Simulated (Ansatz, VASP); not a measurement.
## Two plane-wave programs on RbBr

```
Rb Br
1.0
    -0.01638    3.44444    3.44444
     3.44444   -0.01638    3.44444
     3.44444    3.44444   -0.01638
Rb Br
1 1
Cartesian
  0.0000 0.0000 0.0000
  3.4363 3.4363 3.4363
```

Change from the starting cell: shear_111 strain -0.7%.

Alike in both runs: task single point; functional PBE; k mesh 6 × 6 × 6; occupations fermi-dirac, width 0.02 eV; no spin polarisation.

|  | VASP | Ansatz |
| --- | --- | --- |
| version | VASP 6.6.1 | Ansatz 0.2.0 |
| potentials or method | VASP PAW PBE potentials, release 64 (Rb_sv, Br) | plane waves, PAW |
| plane-wave cutoff (eV) | 520 | 420 |
| valence electrons in the cell | 16 | 16 |

Ansatz gave:

```
gap on the k mesh at the Fermi level (eV) : 4.30
pressure (GPa)                            : 0.6
```

Problem. Estimate VASP's values.

Solution. gap on the k mesh at the Fermi level (eV): 4.30; pressure (GPa): 0.7.

With one functional, cell and mesh, what is left measures potentials, basis and numerics.
